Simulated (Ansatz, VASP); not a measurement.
**Tl: VASP beside Ansatz**

File INCAR:

```
PREC = Accurate
ENCUT = 520
EDIFF = 1E-7
ISMEAR = 0
SIGMA = 0.15
LREAL = False
LASPH = True
NELM = 80
ALGO = Fast
ISIF = 2
LWAVE = False
LCHARG = True
GGA = PE
LELF = True
LVHAR = True
NBANDS = 20
```

Contents of KPOINTS:

```
Automatic mesh
0
Gamma
  18 18 10
```

Contents of POSCAR:

```
Tl
1.0
    3.1795184880      0.0000000000      0.0000000000
   -1.5897592440      2.7535437824      0.0000000000
    0.0000000000      0.0000000000      5.9670000000
Tl
2
Direct
    0.3333333333      0.6666666667      0.2500000000
    0.6666666667      0.3333333333      0.7500000000
```

Input for Ansatz:

```yaml
crystal:
  lattice:
    - [3.179518488, 0.0, 0.0]
    - [-1.589759244, 2.7535437824, 0.0]
    - [0.0, 0.0, 5.967]
  atoms:
    - { symbol: Tl, position: [0.3333333333, 0.6666666667, 0.25] }
    - { symbol: Tl, position: [0.6666666667, 0.3333333333, 0.75] }
basis:
  ecutwfc: 420
kpoints:
  mp_grid: { grid: [18, 18, 10] }
hamiltonian:
  xc: pbe
scf:
  occupations: { method: gaussian, width: 0.15 }
output:
  forces: true
  stress: true
  eigenvalues: true
```

Change from the starting cell: strain -0.080 along x and y, +0.080 along z, atoms carried along.

Alike in both runs: task single point; functional PBE; k mesh 18 × 18 × 10; occupations gaussian, width 0.15 eV; no spin polarisation.

|  | VASP | Ansatz |
| --- | --- | --- |
| version | VASP 6.6.1 | Ansatz 0.2.0 |
| potentials or method | VASP PAW PBE potentials, release 64 (Tl_d), cutoff 520 eV | scalar-relativistic, plane waves, PAW |
| valence electrons in the cell | 26 | 26 |

```csv
,VASP,Ansatz,Ansatz less VASP
gap on the k mesh at the Fermi level (eV),none,none,-
pressure (GPa),8.9,8.9,+0.07
"traceless stress, the component that is largest in VASP (GPa)",-5.42,-5.42,-0.005
```

A gap of «none» marks a metal or a gap that the smearing closes.

Spin-orbit coupling is off throughout.
